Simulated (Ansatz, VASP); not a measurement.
# Se: VASP beside Ansatz

```xyz
3
Lattice="3.8963 0.0000 0.0000 0.0000 3.8963 0.0000 0.0000 0.0000 29.3371" Properties=species:S:1:pos:R:3 pbc="T T T"
Se    1.9481    1.9481    7.3433
Se    1.9481    1.9481    9.6567
Se    0.0000    0.0000    8.5000
```

Alike in both runs: functional PBE; k mesh 12 × 12 × 1; occupations gaussian, width 0.1 eV; no spin polarisation.

Ansatz relaxed the structure, and its values are those at the end. VASP's run is a single point on that final structure, the one shown.

```csv
,VASP,Ansatz
version,VASP 6.6.1,Ansatz 0.2.0
potentials or method,"VASP PAW PBE potentials, release 64 (Se), cutoff 520 eV","scalar-relativistic, plane waves, PAW"
valence electrons in the cell,18,48
```

```tsv
	VASP	Ansatz	Ansatz less VASP
gap on the k mesh at the Fermi level (eV)	none	none	-
rms of the force components (eV/Å)	0.017	0.000	-0.0167
```

A gap of «none» marks a metal or a gap that the smearing closes. With one functional, cell and mesh, what is left measures potentials, basis and numerics. VASP's potentials hold 18 valence electrons a cell and Ansatz's 48, so a difference there can come from the potentials and not from the codes.
